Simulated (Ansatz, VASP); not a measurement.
InP in VASP and in Ansatz

```xyz
2
Lattice="0.0000 2.8336 2.8336 2.8336 0.0000 2.8336 2.8336 2.8336 0.0000" Properties=species:S:1:pos:R:3 pbc="T T T"
In    0.0000    0.0000    0.0000
P     4.2504    4.2504    4.2504
```

Alike in both runs: task single point; functional LDA; k mesh 12 × 12 × 12; occupations gaussian, width 0.05 eV; no spin polarisation.

```csv
,VASP,Ansatz
version,VASP 6.6.1,Ansatz 0.2.0
potentials or method,"VASP PAW LDA potentials, release 64 (In_d, P), cutoff 520 eV","scalar-relativistic, plane waves, PAW"
valence electrons in the cell,18,18
```

```tsv
	VASP	Ansatz	Ansatz less VASP
gap on the k mesh at the Fermi level (eV)	1.05	1.02	-0.030
least direct gap on the mesh (eV)	1.05	1.02	-0.030
pressure (GPa)	7.2	7.2	-0.03
```

Ansatz warns that its potentials were made for another functional, while VASP's fit it. LDA's correlation is that of Perdew and Zunger in VASP and of Perdew and Wang (1992) in Ansatz.
